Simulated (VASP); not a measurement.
# PbO: single point with PBE

Crystal: PbO.

```
CELL_PARAMETERS angstrom
3.14408 0.00000 0.00000
0.00000 3.14408 0.00000
0.00000 0.00000 3.14408
ATOMIC_POSITIONS crystal
Pb 0.00000 0.00000 0.00000
O 0.50000 0.50000 0.50000
```

This cell differs from its parent crystal: strain -1.1%.

| Property | Result |
| --- | --- |
| Program | VASP 6.6.1 |
| Task | single point |
| Functional | PBE |
| Potentials or basis | VASP PAW PBE potentials, release 64 (Pb_d, O) |
| Cutoff | 520 eV |
| k mesh | 8 × 8 × 8 |
| Occupations | fermi-dirac, width 0.02 eV |
| Spin | no spin polarisation |

| Item | Value |
| --- | --- |
| Pressure | 7.2 GPa |
| Band gap on the k mesh | 0.42 eV, indirect (least direct gap 0.82 eV) |

Levels at points of the mesh, in eV from the valence-band top:
```csv
k point,band 8,band 9,band 10,band 11,band 12,band 13
"(0.00, 0.00, 0.00)",-1.91,-1.91,-1.91,8.96,8.96,8.96
"(0.50, 0.00, 0.00)",-1.05,-1.05,-0.41,0.42,8.08,8.08
"(0.50, 0.50, 0.00)",-4.81,-4.81,-1.07,4.11,4.11,10.05
"(0.50, 0.50, 0.50)",-2.35,-2.35,-2.35,0.72,0.72,0.72
```

Wall time 9.8 s on 1 thread of Intel(R) Xeon(R) Platinum 8259CL CPU @ 2.50GHz (Skylake/Cascade Lake) (shared host), peak memory 0.14 GiB.

Caveat: the cell differs from its parent crystal (strain -1.1%); spin-orbit coupling is left out, which moves the levels of the heavy elements. A k mesh can miss the band edges.
